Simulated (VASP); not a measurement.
The system is NbH2.

```
Nb H
1.0
     0.00000    2.25868    2.28150
     2.25868    0.00000    2.28150
     2.25868    2.25868    0.00000
Nb H
1 2
Direct
  0.00000 0.00000 0.00000
  0.25000 0.25000 0.25000
  0.75000 0.75000 0.75000
```

This cell differs from its parent crystal: equal xx and yy strain of -1 %.

Base run:

```yaml
Program: VASP 6.6.1
Functional: LDA
Potentials_or_basis: VASP PAW LDA potentials, release 64 (Nb_sv, H)
Cutoff: 400 eV
k_mesh: 15 × 15 × 15
Occupations: fermi-dirac, width 0.03 eV
Spin: no spin polarisation
```

Its results: pressure -5.7 GPa.

Question: The run is repeated on the same cell with these changes: cutoff from 400 eV to 500 eV; further incar settings from ALGO = Normal; EDIFF = 1e-08; NBANDS = 14 to ALGO = Normal; EDIFF = 1e-06; NBANDS = 14. What comes out?

Answer: Pressure -5.0 GPa.
